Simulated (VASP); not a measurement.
# AlP (F-43m) in VASP: single point with PBE

Aim: the single point of AlP with PBE.

All numbers are computed with VASP 6.6.1; they aren't measurements. Logs are shortened: lines on timing, memory, paths and dates and some standing lists are left out, and cuts for length are marked.

## (1) The cell of the first run

The structure is cubic, space group F-43m (No. 216). Conventional cell: a = 5.396 Å, b = 5.396 Å, c = 5.396 Å, α = 90.00°, β = 90.00°, γ = 90.00°. Al (site symmetry -43m) has 4 P at 2.34 Å within 3.1 Å. Within 3.1 Å of P (site symmetry -43m) lie 4 Al at 2.34 Å.

## (2) Single point, PBE

The input, INCAR:

```
PREC = Accurate
ENCUT = 500
EDIFF = 1E-6
ISMEAR = 0
SIGMA = 0.01
LREAL = F
LASPH = T
NELM = 120
ALGO = Normal
ISIF = 2
LWAVE = F
LCHARG = F
GGA = PE
NBANDS = 11
GGA_COMPAT = F
```

The input, KPOINTS:

```
regular mesh
0
Gamma
  6 6 6
```

The input, POSCAR:

```
AlP
1.0
    0.0000000000      2.6979678146      2.6979678146
    2.6979678146      0.0000000000      2.6979678146
    2.6979678146      2.6979678146      0.0000000000
Al P
1 1
Direct
    0.0000000000      0.0000000000      0.0000000000
    0.2500000000      0.2500000000      0.2500000000
```

Potentials or basis: VASP PAW PBE potentials, release 64 (Al, P).

Started as:

```sh
cat potpaw_PBE.64/Al/POTCAR potpaw_PBE.64/P/POTCAR > POTCAR
mpirun -np 1 vasp_std > vasp.out
```

OUTCAR:

```text
PREC = Accurate
   ENCUT = 500
   EDIFF = 1E-6
   ISMEAR = 0
   LREAL = F
   LASPH = T
   NELM = 120
   ISIF = 2
   GGA = PE

 ion  position               nearest neighbor table
   1  0.000  0.000  0.000-   2 2.34   2 2.34   2 2.34   2 2.34
   2  0.250  0.250  0.250-   1 2.34   1 2.34   1 2.34   1 2.34

  LATTYP: Found a face centered cubic cell.
 ALAT       =     5.3959356292

  Lattice vectors:

 A1 = (   0.0000000000,   2.6979678146,   2.6979678146)
 A2 = (   2.6979678146,   0.0000000000,   2.6979678146)
 A3 = (   2.6979678146,   2.6979678146,   0.0000000000)

Analysis of symmetry for initial positions (statically):
=====================================================================
 Subroutine PRICEL returns:
 Original cell was already a primitive cell.

 Routine SETGRP: Setting up the symmetry group for a
 face centered cubic supercell.

 Subroutine GETGRP returns: Found 24 space group operations
 (whereof 24 operations were pure point group operations)
 out of a pool of 48 trial point group operations.

The static configuration has the point symmetry T_d .

Analysis of symmetry for dynamics (positions and initial velocities):
=====================================================================
 Subroutine PRICEL returns:
 Original cell was already a primitive cell.

 Routine SETGRP: Setting up the symmetry group for a
 face centered cubic supercell.

 Subroutine GETGRP returns: Found 24 space group operations
 (whereof 24 operations were pure point group operations)
 out of a pool of 48 trial point group operations.

The dynamic configuration has the point symmetry T_d .

 Subroutine INISYM returns: Found 24 space group operations
 (whereof 24 operations are pure point group operations),
 and found     1 'primitive' translations

----------------------------------------------------------------------------------------

                                     Primitive cell

  volume of cell :      39.2772

  direct lattice vectors                    reciprocal lattice vectors
     0.000000000  2.697967815  2.697967815    -0.185324672  0.185324672  0.185324672
     2.697967815  0.000000000  2.697967815     0.185324672 -0.185324672  0.185324672
     2.697967815  2.697967815  0.000000000     0.185324672  0.185324672 -0.185324672

  length of vectors
     3.815502674  3.815502674  3.815502674     0.320991748  0.320991748  0.320991748

  position of ions in fractional coordinates (direct lattice)
     0.000000000  0.000000000  0.000000000
     0.250000000  0.250000000  0.250000000

[... 75 lines left out ...]
   POTIM  = 0.5000    time-step for ionic-motion
   TEBEG  =    0.0;   TEEND  =   0.0 temperature during run
   PSTRESS=    0.0 pullay stress
   NELECT =       8.0000    total number of electrons
   NUPDOWN=      -1.0000    fix difference up-down
   EMIN   =  10.00;   EMAX   =-10.00  energy-range for DOS
   EFERMI =   0.00;   METHOD = LEGACY
   ISMEAR =     0;   SIGMA  =   0.01  broadening in eV -4-tet -1-fermi 0-gaus
   EFERMI_NEDOS =   21; number of points for ismear=-14 and -15
   IALGO  =     38    algorithm
   IMIX   =      4    mixing-type and parameters
     AMIX     =   0.40;   BMIX     =  1.00
     AMIX_MAG =   1.60;   BMIX_MAG =  1.00
  volume/ion in A,a.u.               =      19.64       132.53
  Fermi-wavevector in a.u.,A,eV,Ry     =   0.963218  1.820219 12.623343  0.927790
  Thomas-Fermi vector in A             =   2.092745
   LORBIT       =      0    0 simple, 1 ext, 2 COOP (PROOUT), +10 PAW based schemes
   GGA     = PE    functional components
   LHFCALC =     F    Hartree Fock is set to
   AEXX    =    0.0000 exact exchange contribution
   IVDW    =     0    specifies the selected vdW correction
   LEPSILON=     F    determine dielectric tensor
   LRPA    =     F    only Hartree local field effects (RPA)
 non-spin polarized calculation
 Gauss-broadening in eV      SIGMA  =   0.01
  energy-cutoff  :      500.00
  volume of cell :       39.28
 maximum number of plane-waves:      1018
   NGX = 13   NGY = 13   NGZ = 13

 number of electron       7.9999999 magnetization

 Free energy of the ion-electron system (eV)
  ---------------------------------------------------
  ext. energy  EPLUGINS =         0.00000000
  ---------------------------------------------------
  free energy    TOTEN  =       -10.32743680 eV

  energy without entropy =      -10.32743680  energy(sigma->0) =      -10.32743680

 E-fermi :   4.9660     XC(G=0):  -9.3453

 val. band max:        4.9148651697   @ k =   0.0000   0.0000   0.0000
 cond. band min:       6.4185258409   @ k =   0.5000   0.5000   0.0000
 fundamental gap:      1.5036606713
 Fermi energy:         4.9660071007

 k-point     1 :       0.0000    0.0000    0.0000
  band No.  band energies     occupation
      1      -6.7982      2.00000
      2       4.9149      2.00000
      3       4.9149      2.00000
      4       4.9149      2.00000
      5       8.5259      0.00000
      6       9.5225      0.00000
      7       9.5225      0.00000
      8       9.5225      0.00000
      9      13.7865      0.00000
     10      13.7865      0.00000
     11      15.4556      0.00000
[... 197 lines left out ...]
 k-point    16 :      -0.3333    0.5000    0.1667
  band No.  band energies     occupation
      1      -4.2878      2.00000
      2      -0.2311      2.00000
      3       1.8892      2.00000
      4       2.1382      2.00000
      5       8.2175      0.00000
      6       9.2744      0.00000
      7      12.7125      0.00000
      8      13.0721      0.00000
      9      16.4513      0.00000
     10      17.0654      0.00000
     11      18.4856      0.00000

------------------------ aborting loop because EDIFF is reached ----------------------------------------

  FORCE on cell =-STRESS in cart. coord.  units (eV):
  Direction    XX          YY          ZZ          XY          YZ          ZX
  --------------------------------------------------------------------------------------
  -------------------------------------------------------------------------------------
  Total        1.4011720      1.4011720      1.4011720      0.0000000     -0.0000000      0.0000000
  in kB       57.1559886     57.1559886     57.1559886      0.0000000     -0.0000000      0.0000000
  external PRESSURE =      57.1559886 kB  Pullay stress =       0.0000000 kB

 VOLUME and BASIS-vectors are now :
 -----------------------------------------------------------------------------
  energy-cutoff  :      500.00
  volume of cell :       39.28
      direct lattice vectors                 reciprocal lattice vectors
     0.000000000  2.697967815  2.697967815    -0.185324672  0.185324672  0.185324672
     2.697967815  0.000000000  2.697967815     0.185324672 -0.185324672  0.185324672
     2.697967815  2.697967815  0.000000000     0.185324672  0.185324672 -0.185324672

 POSITION                                       TOTAL-FORCE (eV/Angst)
 -----------------------------------------------------------------------------------
      0.00000      0.00000      0.00000        -0.000000     -0.000000     -0.000000
      1.34898      1.34898      1.34898         0.000000      0.000000      0.000000
 -----------------------------------------------------------------------------------
    total drift:                                0.000000      0.000000      0.000000

  FREE ENERGIE OF THE ION-ELECTRON SYSTEM (eV)
  ---------------------------------------------------
  free  energy   TOTEN  =       -10.3274367972 eV

  energy  without entropy=      -10.3274367972  energy(sigma->0) =      -10.32743680
```

OSZICAR:

```text
N       E                     dE             d eps       ncg     rms          rms(c)
DAV:   1     0.102502744747E+02    0.10250E+02   -0.30715E+03   360   0.537E+02
DAV:   2    -0.992488479131E+01   -0.20175E+02   -0.19508E+02   462   0.890E+01
DAV:   3    -0.106875376971E+02   -0.76265E+00   -0.76142E+00   432   0.165E+01
DAV:   4    -0.106941861175E+02   -0.66484E-02   -0.66474E-02   433   0.185E+00
DAV:   5    -0.106943070009E+02   -0.12088E-03   -0.12088E-03   442   0.241E-01    0.468E+00
DAV:   6    -0.103754123425E+02    0.31889E+00   -0.60593E-01   391   0.294E+00    0.301E+00
DAV:   7    -0.103268826510E+02    0.48530E-01   -0.23457E-01   418   0.198E+00    0.149E+00
DAV:   8    -0.103273579130E+02   -0.47526E-03   -0.15830E-02   402   0.621E-01    0.217E-01
DAV:   9    -0.103272897872E+02    0.68126E-04   -0.68619E-04   422   0.149E-01    0.869E-02
DAV:  10    -0.103274316265E+02   -0.14184E-03   -0.20087E-04   385   0.761E-02    0.854E-03
DAV:  11    -0.103274361942E+02   -0.45676E-05   -0.20416E-05   432   0.214E-02    0.126E-02
DAV:  12    -0.103274367972E+02   -0.60302E-06   -0.14742E-06   397   0.660E-03
   1 F= -.10327437E+02 E0= -.10327437E+02  d E =-.342802E-15
```

Run time: 5.5 s. Hardware: 1 thread of AMD EPYC 7R13 (Zen 3), shared host; peak memory 0.12 GiB.

What came out:

```yaml
Free_energy: -10.3274 eV
Pressure: 5.7 GPa
Band_gap_on_the_k_mesh: 1.50 eV, indirect (least direct gap 3.61 eV)
```

Levels at points of the mesh, in eV from the valence-band top:
| k point | band 1 | band 2 | band 3 | band 4 | band 5 | band 6 | band 7 | band 8 | band 9 |
| --- | --- | --- | --- | --- | --- | --- | --- | --- | --- |
| (0.00, 0.00, 0.00) | -11.71 | 0.00 | 0.00 | 0.00 | 3.61 | 4.61 | 4.61 | 4.61 | 8.87 |
| (0.50, 0.00, 0.00) | -9.94 | -5.69 | -0.78 | -0.78 | 2.95 | 4.82 | 4.82 | 8.37 | 11.64 |
| (0.50, 0.50, 0.00) | -9.24 | -5.43 | -2.18 | -2.18 | 1.50 | 2.45 | 11.38 | 11.38 | 12.23 |
